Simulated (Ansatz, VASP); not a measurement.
One calculation of Te2Mo, two programs

POSCAR

```
Te2Mo
1.0
    3.3853679563      0.0000000000      0.0000000000
   -1.6926839782      2.9318146513      0.0000000000
    0.0000000000      0.0000000000     13.9899100005
Te Mo
4 2
Direct
    0.3333333333      0.6666666667      0.6284839550
    0.6666666667      0.3333333333      0.1284839550
    0.3333333333      0.6666666667      0.8715160450
    0.6666666667      0.3333333333      0.3715160450
    0.3333333333      0.6666666667      0.2500000000
    0.6666666667      0.3333333333      0.7500000000
```

INCAR.step1

```
PREC     = Accurate       # precision mode
ENCUT    = 520            # plane-wave cutoff, eV
ISMEAR   = 0              # smearing method
SIGMA    = 0.05           # smearing width, eV
LREAL    = False          # projectors in reciprocal space
LASPH    = True           # aspherical terms in the spheres
NELM     = 100            # most SCF steps
NBANDS   = 35             # bands
GGA      = PE             # functional
ALGO     = Normal         # electronic algorithm
EDIFF    = 1E-4           # SCF threshold, eV
LWAVE    = True           # write WAVECAR
LCHARG   = False          # write CHGCAR
```

The input INCAR.step2:

```
PREC     = Accurate       # precision mode
ENCUT    = 520            # plane-wave cutoff, eV
EDIFF    = 1E-6           # SCF threshold, eV
ISMEAR   = 0              # smearing method
SIGMA    = 0.05           # smearing width, eV
LREAL    = False          # projectors in reciprocal space
LASPH    = True           # aspherical terms in the spheres
NELM     = 100            # most SCF steps
ALGO     = Normal         # electronic algorithm
ISIF     = 2              # what is computed and relaxed
LWAVE    = False          # write WAVECAR
LCHARG   = False          # write CHGCAR
METAGGA  = R2SCAN         # meta-GGA
LMIXTAU  = True         
NBANDS   = 35             # bands
ISTART   = 1
```

Contents of KPOINTS:

```
regular mesh
0
Gamma
  12 12 2
```

Input for Ansatz:

```yaml
crystal:
  lattice:
    - [3.3853679563, 0.0, 0.0]
    - [-1.6926839782, 2.9318146513, 0.0]
    - [0.0, 0.0, 13.9899100005]
  atoms:
    - { symbol: Te, position: [0.3333333333, 0.6666666667, 0.628483955] }
    - { symbol: Te, position: [0.6666666667, 0.3333333333, 0.128483955] }
    - { symbol: Te, position: [0.3333333333, 0.6666666667, 0.871516045] }
    - { symbol: Te, position: [0.6666666667, 0.3333333333, 0.371516045] }
    - { symbol: Mo, position: [0.3333333333, 0.6666666667, 0.25] }
    - { symbol: Mo, position: [0.6666666667, 0.3333333333, 0.75] }
basis:
  ecutwfc: 500
kpoints:
  mp_grid: { grid: [12, 12, 2] }
hamiltonian:
  xc: r2scan
scf:
  occupations: { method: gaussian, width: 0.05 }
output:
  forces: true
  stress: true
  eigenvalues: true
```

Change from the starting cell: strain -0.050 along x and y, -0.050 along z, atoms carried along.

Alike in both runs: task single point; functional r2SCAN; k mesh 12 × 12 × 2; occupations gaussian, width 0.05 eV; no spin polarisation.

|  | VASP | Ansatz |
| --- | --- | --- |
| version | VASP 6.6.1 | Ansatz 0.2.0 |
| potentials or method | VASP PAW PBE potentials, release 64 (Te, Mo_sv), cutoff 520 eV | scalar-relativistic, plane waves, PAW |
| valence electrons in the cell | 52 | 92 |

```csv
,VASP,Ansatz,Ansatz less VASP
gap on the k mesh at the Fermi level (eV),1.09,1.10,+0.008
least direct gap on the mesh (eV),1.31,1.31,0.000
pressure (GPa),20.3,20.1,-0.19
"traceless stress, the component that is largest in VASP (GPa)",2.91,2.81,-0.103
rms of the force components (eV/Å),1.306,1.289,-0.0173
```

VASP's potentials were made for PBE, not for r2SCAN. Atom by atom the forces differ by 0.017 eV/Å (rms over components). The functional is the same, so the differences come from potentials, cutoffs and numerics. VASP's potentials hold 52 valence electrons a cell and Ansatz's 92, so a difference there can come from the potentials and not from the codes.

Neither program's run includes spin-orbit coupling.
